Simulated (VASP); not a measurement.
# GaSb: single point with r2SCAN

The system is GaSb.

```xyz
2
Lattice="0.0000 3.0962 3.0962 3.0962 0.0000 3.0962 3.0962 3.0962 0.0000" Properties=species:S:1:pos:R:3 pbc="T T T"
Ga    0.0000    0.0000    0.0000
Sb    1.5481    1.5481    1.5481
```

```yaml
Program: VASP 6.6.1
Task: single point
Functional: r2SCAN
Potentials_or_basis: VASP PAW PBE potentials, release 64 (Ga_d, Sb_d_GW)
Cutoff: 550 eV
k_mesh: 6 × 6 × 6
Occupations: fermi-dirac, width 0.02 eV
Spin: no spin polarisation
Dipole_correction: no
Further_INCAR_settings: ALGO = Normal; EDIFF = 1e-06; NBANDS = 21
```

| Item | Value |
| --- | --- |
| Pressure | -1.5 GPa |
| Band gap on the k mesh | 0.17 eV |

Levels at points of the mesh, in eV from the valence-band top:
```csv
k point,band 10,band 11,band 12,band 13,band 14,band 15,band 16,band 17,band 18,band 19
"(0.00, 0.00, 0.00)",-15.38,-11.67,0.00,0.00,0.00,0.17,3.00,3.00,3.00,6.30
"(0.50, 0.00, 0.00)",-15.38,-10.05,-6.39,-1.15,-1.15,0.60,4.03,4.03,6.94,9.75
"(0.50, 0.50, 0.00)",-15.38,-9.22,-6.87,-2.56,-2.56,1.16,1.55,9.05,9.05,10.48
```

Run time: 110 s on 1 thread of Intel(R) Xeon(R) Platinum 8375C CPU @ 2.90GHz (Ice Lake), on a shared host, peak memory 0.23 GiB.

Caveat: semilocal functionals underestimate gaps, and a narrow one can read as zero; the PAW data sets were made with another functional, which shifts forces and pressure a little; spin-orbit coupling is left out, which moves the levels of the heavy elements. A k mesh can miss the band edges.
